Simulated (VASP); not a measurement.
A run of VASP 6.6.1:

Contents of INCAR:

```
SYSTEM = Sr2Sc
  PREC = Accurate
  ENCUT = 520
  EDIFF = 1E-6
  ISMEAR = 0
  SIGMA = 0.1
  LREAL = .FALSE.
  LASPH = .TRUE.
  NELM = 100
  ALGO = Normal
  ISIF = 2
  LWAVE = .FALSE.
  LCHARG = .FALSE.
  GGA = PE
  NBANDS = 40
```

The input KPOINTS:

```
Automatic mesh
0
G
  4 4 4
  0 0 0
```

File POSCAR:

```
Sr2Sc
1.0
    0.0000000000      4.4005717072      4.4005717072
    4.4005717072      0.0000000000      4.4005717072
    4.4005717072      4.4005717072      0.0000000000
Sr Sc
4 2
Direct
    0.6250000000      0.6250000000      0.6250000000
    0.1250000000      0.6250000000      0.6250000000
    0.6250000000      0.6250000000      0.1250000000
    0.6250000000      0.1250000000      0.6250000000
    0.0000000000      0.0000000000      0.0000000000
    0.2500000000      0.2500000000      0.2500000000
```

Potentials or basis: VASP PAW PBE potentials, release 64 (Sr_sv, Sc_sv).

Command:

```sh
$ cat potpaw_PBE.64/Sr_sv/POTCAR potpaw_PBE.64/Sc_sv/POTCAR > POTCAR
$ mpirun -np 1 vasp_std > vasp.out
```

Hardware: 1 thread of Intel(R) Xeon(R) 6975P-C (Granite Rapids), on a shared host.

Q: Estimate the wall time of this run.

A: Wall time 48 s on 1 thread of Intel(R) Xeon(R) 6975P-C (Granite Rapids), with other jobs on the host, peak memory 0.32 GiB. Counts: scf iterations 17, k points 8.
